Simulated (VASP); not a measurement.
Write the native input for VASP 6.6.1 that does the following.

* Task: single point
* Functional: revPBE
* Potentials or basis: VASP PAW PBE potentials, release 64 (Te)
* Cutoff: 500 eV
* k mesh: 8 × 8 × 11
* Occupations: fermi-dirac, width 0.1 eV
* Spin: no spin polarisation
* Dipole correction: no
* Further INCAR settings: ALGO = Normal; EDIFF = 1e-06; NBANDS = 16

The structure of Te lies in POSCAR:

```
Te
1.0
    5.3535877267      0.0000000000      0.0000000000
   -2.6767938633      4.6363429727      0.0000000000
    0.0000000000      0.0000000000      3.1478215794
Te
3
Direct
    0.0000000000      0.0000000000      0.0000000000
    0.3333333333      0.6666666667      0.5000000000
    0.6666666667      0.3333333333      0.5000000000
```

This isn't the form of Te at room conditions, which is trigonal, of chains.

One way to write it, as run:

INCAR

```
SYSTEM = Te
ALGO = Normal ; EDIFF = 1E-6
ENCUT = 500 ; GGA = RE
GGA_COMPAT = .FALSE. ; ISIF = 2
ISMEAR = -1 ; LASPH = .TRUE.
LCHARG = .TRUE. ; LELF = .TRUE.
LREAL = .FALSE. ; LVHAR = .TRUE.
LWAVE = .FALSE. ; NBANDS = 16
NELM = 120 ; PREC = Accurate
SIGMA = 0.1
```

KPOINTS

```
k-points
0
G
  8 8 11
  0 0 0
```

Potentials or basis: VASP PAW PBE potentials, release 64 (Te).

Command:

```bash
$ cat potpaw_PBE.64/Te/POTCAR > POTCAR
$ mpirun -np 1 vasp_std > vasp.out
```

It gave:

```
Pressure               : 8.1 GPa
Band gap on the k mesh : zero (bands 9 and 10 overlap by 5.77 eV)
```

Caveat: the cell stands under pressure; the PAW data sets were made with another functional, which shifts forces and pressure a little; spin-orbit coupling is left out, which moves the levels of the heavy elements.

It took 96 s on 1 thread of Oxide Virtual Turin-like Processor, on a shared host, peak memory 0.18 GiB.
